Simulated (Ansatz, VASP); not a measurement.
**One calculation of B3Pt, two programs**

```
B Pt
1.0
     2.92758    0.00000    0.00000
    -1.46379    2.53536    0.00000
     0.00000    0.00000    4.66771
B Pt
3 1
Direct
  0.66667 0.33333 0.63866
  0.33333 0.66667 0.36134
  0.00000 0.00000 0.50000
  0.00000 0.00000 0.00000
```

Alike in both runs: task relaxation of cell and atoms; functional PBE; k mesh 18 × 18 × 10; occupations gaussian, width 0.1 eV; no spin polarisation.

|  | VASP | Ansatz |
| --- | --- | --- |
| version | VASP 6.6.1 | Ansatz 0.2.0 |
| potentials or method | VASP PAW PBE potentials, release 64 (B, Pt), cutoff 600 eV | scalar-relativistic, plane waves, PAW |
| valence electrons in the cell | 19 | 27 |

|  | VASP | Ansatz | Ansatz less VASP |
| --- | --- | --- | --- |
| gap on the k mesh at the Fermi level, each at its own relaxed structure (eV) | none | none | - |
| relaxed volume (Å³/atom) | 8.62 | 8.63 | +0.004 |
| relaxed length of the cell vector where the two differ most in proportion (Å) | 4.695 | 4.696 | +0.0011 |

A gap of «none» marks a metal or a gap that the smearing closes. VASP's potentials hold 19 valence electrons a cell and Ansatz's 27, so a difference there can come from the potentials and not from the codes.

Spin-orbit coupling is off throughout.
